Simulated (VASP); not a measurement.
# MgO (P6_3/mmc) in VASP: a series of runs

MgO is run at these levels: PBEsol; tasks: single point.

All numbers are computed with VASP 6.6.1; they aren't measurements. Logs are shortened: lines on timing, memory, paths and dates and some standing lists are left out, and cuts for length are marked.

### 1 The cell of the first run

The structure is hexagonal, space group P6_3/mmc (No. 194). The conventional cell has a = 3.312 Å, b = 3.312 Å, c = 4.387 Å, α = 90.00°, β = 90.00°, γ = 120.00°. Mg (site symmetry -6m2) has 5 O at 1.91 to 2.19 Å within 2.5 Å. Within 2.5 Å of O (site symmetry -6m2) lie 5 Mg at 1.91 to 2.19 Å.

### 2 Single point, PBEsol (strain -0.050 along x and y, +0.050 along z)

The input, INCAR:

```
SYSTEM = MgO
PREC = Accurate ; ENCUT = 520
EDIFF = 1E-7 ; ISMEAR = 0
SIGMA = 0.05 ; LREAL = .False.
LASPH = .True. ; NELM = 60
ALGO = Normal ; ISIF = 2
LWAVE = .False. ; LCHARG = .True.
GGA = PS ; LELF = .True.
LVHAR = .True. ; NBANDS = 16
```

The input, KPOINTS:

```
Automatic mesh
0
Gamma
  9 9 6
  0 0 0
```

The input, POSCAR:

```
MgO
1.0
    3.3120589696      0.0000000000      0.0000000000
   -1.6560294848      2.8683272065      0.0000000000
    0.0000000000      0.0000000000      4.3869432810
Mg O
2 2
Direct
    0.6666666667      0.3333333333      0.7500000000
    0.3333333333      0.6666666667      0.2500000000
    0.6666666667      0.3333333333      0.2500000000
    0.3333333333      0.6666666667      0.7500000000
```

Potentials or basis: VASP PAW PBE potentials, release 64 (Mg, O).

The run is started by

```sh
> cat potpaw_PBE.64/Mg/POTCAR potpaw_PBE.64/O/POTCAR > POTCAR
> mpirun -np 1 vasp_std > vasp.out
```

OUTCAR:

```text
SYSTEM = MgO
   PREC = Accurate
   ENCUT = 520
   EDIFF = 1E-7
   ISMEAR = 0
   LREAL = .False.
   LASPH = .True.
   NELM = 60
   ISIF = 2
   GGA = PS

 ion  position               nearest neighbor table
   1  0.667  0.333  0.750-   4 1.91   4 1.91   4 1.91   3 2.19   3 2.19   2 2.91   2 2.91   2 2.91
                             2 2.91   2 2.91   2 2.91
   2  0.333  0.667  0.250-   3 1.91   3 1.91   3 1.91   4 2.19   4 2.19   1 2.91   1 2.91   1 2.91
                             1 2.91   1 2.91   1 2.91
   3  0.667  0.333  0.250-   2 1.91   2 1.91   2 1.91   1 2.19   1 2.19
   4  0.333  0.667  0.750-   1 1.91   1 1.91   1 1.91   2 2.19   2 2.19

  LATTYP: Found a hexagonal cell.
 ALAT       =     3.3120589696
 C/A-ratio  =     1.3245365862

  Lattice vectors:

 A1 = (   3.3120589696,   0.0000000000,   0.0000000000)
 A2 = (  -1.6560294848,   2.8683272065,   0.0000000000)
 A3 = (   0.0000000000,   0.0000000000,   4.3869432810)

Analysis of symmetry for initial positions (statically):
=====================================================================
 Subroutine PRICEL returns:
 Original cell was already a primitive cell.

 Routine SETGRP: Setting up the symmetry group for a
 hexagonal supercell.

 Subroutine GETGRP returns: Found 24 space group operations
 (whereof 12 operations were pure point group operations)
 out of a pool of 24 trial point group operations.

The static configuration has the point symmetry D_3d.
 The point group associated with its full space group is D_6h.

Analysis of symmetry for dynamics (positions and initial velocities):
=====================================================================
 Subroutine PRICEL returns:
 Original cell was already a primitive cell.

 Routine SETGRP: Setting up the symmetry group for a
 hexagonal supercell.

 Subroutine GETGRP returns: Found 24 space group operations
 (whereof 12 operations were pure point group operations)
 out of a pool of 24 trial point group operations.

The dynamic configuration has the point symmetry D_3d.
 The point group associated with its full space group is D_6h.

 Subroutine INISYM returns: Found 24 space group operations
 (whereof 12 operations are pure point group operations),
 and found     1 'primitive' translations

----------------------------------------------------------------------------------------

                                     Primitive cell

  volume of cell :      41.6763

  direct lattice vectors                    reciprocal lattice vectors
     3.312058970  0.000000000  0.000000000     0.301926991  0.174317630  0.000000000
    -1.656029485  2.868327207  0.000000000     0.000000000  0.348635260  0.000000000
     0.000000000  0.000000000  4.386943281     0.000000000  0.000000000  0.227949152

  length of vectors
     3.312058970  3.312058970  4.386943281     0.348635260  0.348635260  0.227949152

  position of ions in fractional coordinates (direct lattice)
     0.666666667  0.333333333  0.750000000
     0.333333333  0.666666667  0.250000000
     0.666666667  0.333333333  0.250000000
     0.333333333  0.666666667  0.750000000

  ion indices of the primitive-cell ions
   primitive index   ion index
                 1           1
                 2           2
                 3           3
                 4           4

----------------------------------------------------------------------------------------

 KPOINTS: Automatic mesh

Automatic generation of k-mesh.
 Grid dimensions read from file:
 generate k-points for:    9    9    6

 Generating k-lattice:

  Cartesian coordinates                     Fractional coordinates (reciprocal lattice)
     0.033547443  0.019368626  0.000000000     0.111111111 -0.000000000  0.000000000
     0.000000000  0.038737251  0.000000000     0.000000000  0.111111111  0.000000000
     0.000000000  0.000000000  0.037991525     0.000000000  0.000000000  0.166666667

  Length of vectors
     0.038737251  0.038737251  0.037991525

  Shift w.r.t. Gamma in fractional coordinates (k-lattice)
     0.000000000  0.000000000  0.000000000

 Subroutine IBZKPT returns following result:
 ===========================================

 Found     48 irreducible k-points:

 Following reciprocal coordinates:
            Coordinates               Weight
  0.000000  0.000000  0.000000      1.000000
  0.111111  0.000000  0.000000      6.000000
  0.222222 -0.000000  0.000000      6.000000
  0.333333 -0.000000  0.000000      6.000000
  0.444444 -0.000000  0.000000      6.000000
  0.111111  0.111111  0.000000      6.000000
[... 16 lines left out ...]
  0.333333  0.222222  0.166667     24.000000
  0.333333  0.333333  0.166667      4.000000
 [... further k-points ...]
   k-points           NKPTS =     48   k-points in BZ     NKDIM =     48   number of bands    NBANDS=     16
   number of dos      NEDOS =    301   number of ions     NIONS =      4
   total plane-waves  NPLWV =  28224
   dimension x,y,z NGX =    28 NGY =   28 NGZ =   36
   dimension x,y,z NGXF=    56 NGYF=   56 NGZF=   72
   ions per type =               2   2
   NGX,Y,Z   is equivalent  to a cutoff of  14.05, 14.05, 13.64 a.u.
   NGXF,Y,Z  is equivalent  to a cutoff of  28.11, 28.11, 27.28 a.u.
 SYSTEM =  MgO
   PREC   = accura    normal or accurate (medium, high low for compatibility)
   ISTART =      0    job   : 0-new  1-cont  2-samecut
   ICHARG =      2    charge: 1-file 2-atom 10-const
   ISPIN  =      1    spin polarized calculation?
   LNONCOLLINEAR =      F non collinear calculations
   LSORBIT =      F    spin-orbit coupling
   LASPH  =      T    aspherical Exc in radial PAW
   ENCUT  =  520.0 eV  38.22 Ry    6.18 a.u.   6.16  6.16  8.16*2*pi/ulx,y,z
   NELM   =     60;   NELMIN=  2; NELMDL= -5     # of ELM steps
   EDIFF  = 0.1E-06   stopping-criterion for ELM
   LREAL  =      F    real-space projection
   EDIFFG = 0.1E-05   stopping-criterion for IOM
   NSW    =      0    number of steps for IOM
   IBRION =     -1    ionic relax: 0-MD 1-quasi-New 2-CG
   NFREE  =      0    steps in history (QN), initial steepest desc. (CG)
   ISIF   =      2    stress and relaxation
   ISYM   =      2    0-nonsym 1-usesym 2-fastsym
   POTIM  = 0.5000    time-step for ionic-motion
   TEBEG  =    0.0;   TEEND  =   0.0 temperature during run
   PSTRESS=    0.0 pullay stress
   NELECT =      16.0000    total number of electrons
   NUPDOWN=      -1.0000    fix difference up-down
   EMIN   =  10.00;   EMAX   =-10.00  energy-range for DOS
   EFERMI =   0.00;   METHOD = LEGACY
   ISMEAR =     0;   SIGMA  =   0.05  broadening in eV -4-tet -1-fermi 0-gaus
   EFERMI_NEDOS =   21; number of points for ismear=-14 and -15
   IALGO  =     38    algorithm
   IMIX   =      4    mixing-type and parameters
     AMIX     =   0.40;   BMIX     =  1.00
     AMIX_MAG =   1.60;   BMIX_MAG =  1.00
  volume/ion in A,a.u.               =      10.42        70.31
  Fermi-wavevector in a.u.,A,eV,Ry     =   1.189831  2.248454 19.261734  1.415698
  Thomas-Fermi vector in A             =   2.325929
   LORBIT       =      0    0 simple, 1 ext, 2 COOP (PROOUT), +10 PAW based schemes
   GGA     = PS    functional components
   LHFCALC =     F    Hartree Fock is set to
   AEXX    =    0.0000 exact exchange contribution
   IVDW    =     0    specifies the selected vdW correction
   LEPSILON=     F    determine dielectric tensor
   LRPA    =     F    only Hartree local field effects (RPA)
 non-spin polarized calculation
 Gauss-broadening in eV      SIGMA  =   0.05
  energy-cutoff  :      520.00
  volume of cell :       41.68
 maximum number of plane-waves:      1157
 NGX is ok and might be reduce to    28
   NGX = 13   NGY = 13   NGZ = 17

 number of electron      15.9999994 magnetization

 Free energy of the ion-electron system (eV)
  ---------------------------------------------------
  ext. energy  EPLUGINS =         0.00000000
  ---------------------------------------------------
  free energy    TOTEN  =       -24.51050909 eV

  energy without entropy =      -24.51050909  energy(sigma->0) =      -24.51050909

 E-fermi :   2.6443     XC(G=0): -10.5739

 val. band max:        2.3582279327   @ k =   0.0000   0.0000   0.0000
 cond. band min:       5.8679243439   @ k =   0.0000   0.0000   0.0000
 fundamental gap:      3.5096964112
 Fermi energy:         2.6442835636

 k-point     1 :       0.0000    0.0000    0.0000
  band No.  band energies     occupation
      1     -14.8367      2.00000
      2     -13.4614      2.00000
      3      -1.8228      2.00000
      4       0.5662      2.00000
      5       0.5662      2.00000
      6       1.2745      2.00000
[... 8 lines left out ...]
     15      18.4644      0.00000
     16      18.4644      0.00000

 k-point     2 :       0.1111    0.0000    0.0000
  band No.  band energies     occupation
      1     -14.7625      2.00000
      2     -13.4551      2.00000
      3      -1.7069      2.00000
      4       0.3143      2.00000
      5       0.4724      2.00000
      6       0.9406      2.00000
[... 8 lines left out ...]
     15      17.7345      0.00000
     16      18.0182      0.00000

 k-point     3 :       0.2222   -0.0000    0.0000
  band No.  band energies     occupation
      1     -14.5599      2.00000
      2     -13.4519      2.00000
      3      -1.3740      2.00000
      4      -0.3969      2.00000
      5       0.2795      2.00000
      6       0.4468      2.00000
[... 8 lines left out ...]
     15      16.7615      0.00000
     16      16.8637      0.00000

 k-point     4 :       0.3333   -0.0000    0.0000
  band No.  band energies     occupation
      1     -14.2874      2.00000
      2     -13.4842      2.00000
      3      -1.1437      2.00000
      4      -0.8774      2.00000
      5       0.0791      2.00000
      6       0.1003      2.00000
[... 8 lines left out ...]
     15      16.5811      0.00000
     16      17.4324      0.00000

 k-point     5 :       0.4444   -0.0000    0.0000
  band No.  band energies     occupation
      1     -14.0516      2.00000
      2     -13.5594      2.00000
      3      -1.5824      2.00000
      4      -0.3747      2.00000
      5      -0.1227      2.00000
      6      -0.0031      2.00000
[... 8 lines left out ...]
     15      16.5390      0.00000
     16      17.9262      0.00000

 k-point     6 :       0.1111    0.1111    0.0000
  band No.  band energies     occupation
      1     -14.6241      2.00000
      2     -13.4506      2.00000
      3      -1.4822      2.00000
      4      -0.0399      2.00000
      5       0.0616      2.00000
      6       0.7474      2.00000
[... 8 lines left out ...]
     15      17.0499      0.00000
     16      17.3488      0.00000
[... 267 lines left out ...]
 k-point    21 :       0.4444    0.1111    0.1667
  band No.  band energies     occupation
      1     -13.9403      2.00000
      2     -13.6087      2.00000
      3      -1.7207      2.00000
      4      -0.6249      2.00000
      5      -0.2950      2.00000
      6       0.3493      2.00000
[... 8 lines left out ...]
     15      16.0474      0.00000
     16      18.1383      0.00000

 k-point    22 :       0.2222    0.2222    0.1667
  band No.  band energies     occupation
      1     -14.0981      2.00000
      2     -13.5519      2.00000
      3      -1.2145      2.00000
      4      -1.1131      2.00000
      5       0.0619      2.00000
      6       0.2484      2.00000
[... 8 lines left out ...]
     15      16.2475      0.00000
     16      18.5967      0.00000

 k-point    23 :       0.3333    0.2222    0.1667
  band No.  band energies     occupation
      1     -13.8956      2.00000
      2     -13.6253      2.00000
      3      -1.4958      2.00000
      4      -0.8176      2.00000
      5      -0.3827      2.00000
      6       0.5435      2.00000
[... 8 lines left out ...]
     15      16.0796      0.00000
     16      18.7949      0.00000

 k-point    24 :       0.3333    0.3333    0.1667
  band No.  band energies     occupation
      1     -13.7381      2.00000
      2     -13.7381      2.00000
      3      -1.4314      2.00000
      4      -0.6840      2.00000
      5      -0.6840      2.00000
      6       0.6722      2.00000
[... 8 lines left out ...]
     15      15.9714      0.00000
     16      19.8646      0.00000

 [... further k-points ...]
[... 5 lines left out ...]
  --------------------------------------------------------------------------------------
  -------------------------------------------------------------------------------------
  Total        4.7133235      4.7133235     -0.6430686      0.0000000     -0.0000000      0.0000000
  in kB      181.1961892    181.1961892    -24.7217446      0.0000000     -0.0000000      0.0000000
  external PRESSURE =     112.5568780 kB  Pullay stress =       0.0000000 kB

 VOLUME and BASIS-vectors are now :
 -----------------------------------------------------------------------------
  energy-cutoff  :      520.00
  volume of cell :       41.68
      direct lattice vectors                 reciprocal lattice vectors
     3.312058970  0.000000000  0.000000000     0.301926991  0.174317630  0.000000000
    -1.656029485  2.868327207  0.000000000     0.000000000  0.348635260  0.000000000
     0.000000000  0.000000000  4.386943281     0.000000000  0.000000000  0.227949152

 POSITION                                       TOTAL-FORCE (eV/Angst)
 -----------------------------------------------------------------------------------
      1.65603      0.95611      3.29021        -0.000000      0.000000     -0.000000
     -0.00000      1.91222      1.09674         0.000000      0.000000     -0.000000
      1.65603      0.95611      1.09674         0.000000     -0.000000      0.000000
     -0.00000      1.91222      3.29021         0.000000     -0.000000      0.000000
 -----------------------------------------------------------------------------------
    total drift:                               -0.000000      0.000000     -0.000000

  FREE ENERGIE OF THE ION-ELECTRON SYSTEM (eV)
  ---------------------------------------------------
  free  energy   TOTEN  =       -24.5105090886 eV

  energy  without entropy=      -24.5105090886  energy(sigma->0) =      -24.51050909
```

It took 73 s on 1 thread of AMD EPYC 7R13, shared host; peak memory 0.16 GiB.

Results:

```yaml
Free_energy: -24.5105 eV
Pressure: 11.3 GPa
Band_gap_on_the_k_mesh: 3.51 eV, direct
```

Stress tensor (GPa, compression positive):
```
18.12  0.00  0.00
 0.00 18.12  0.00
 0.00  0.00 -2.47
```

Caveat: the cell differs from its parent crystal (strain -0.050 along x and y, +0.050 along z); the PAW data sets were made with another functional, which shifts forces and pressure a little.

[end of part 1 of 2]
